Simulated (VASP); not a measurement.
Wanted: the native input for a VASP 6.6.1 run.

| Property | Result |
| --- | --- |
| Task | single point |
| Functional | PBE |
| Potentials or basis | VASP PAW PBE potentials, release 64 (Cd, I) |
| Cutoff | 520 eV |
| k mesh | 3 × 3 × 4 |
| Occupations | gaussian, width 0.1 eV |
| Spin | no spin polarisation |
| Dipole correction | no |
| Further INCAR settings | ALGO = Fast; EDIFF = 1e-06; NBANDS = 33 |

The structure of Cd3I2 lies in POSCAR:

```
Cd3I2
1.0
    5.8859022230      0.0000000000      0.0000000000
   -2.9429511115      5.0973408493      0.0000000000
    0.0000000000      0.0000000000      9.1494132804
Cd I
3 2
Direct
    0.1612841040      0.3225682080      0.0000000000
    0.1612841040      0.8387158960      0.0000000000
    0.6774317920      0.8387158960      0.0000000000
    0.3333333333      0.6666666667      0.2803848207
    0.3333333333      0.6666666667      0.7196151793
```

The cell was generated, and may not be a known phase.

One way to write it, as run:

INCAR

```
ALGO = Fast
EDIFF = 1E-6
ENCUT = 520
GGA = PE
ISIF = 2
ISMEAR = 0
LASPH = T
LCHARG = F
LREAL = F
LWAVE = F
NBANDS = 33
NELM = 100
PREC = Accurate
SIGMA = 0.1
```

KPOINTS

```
k-points
0
Gamma
  3 3 4
```

Potentials or basis: VASP PAW PBE potentials, release 64 (Cd, I).

The run is started by

```bash
$ cat potpaw_PBE.64/Cd/POTCAR potpaw_PBE.64/I/POTCAR > POTCAR
$ mpirun -np 1 vasp_std > vasp.out
```

Results of the run:

```
Pressure               : 0.1 GPa
Largest force          : 0.035 eV/Å
Band gap on the k mesh : zero (bands 25 and 26 overlap by 1.46 eV)
```

Caveat: the k points lie up to 0.41 Å⁻¹ apart, too coarse for converged energies and pressures of a metal; spin-orbit coupling is left out, which moves the levels of the heavy elements; this functional lacks dispersion, which binds layers or chains, so the pressure and a relaxed spacing across them are unreliable.

Wall time 3.6 min on 1 thread of Oxide Virtual Turin-like Processor, with other jobs on the host, peak memory 0.39 GiB.
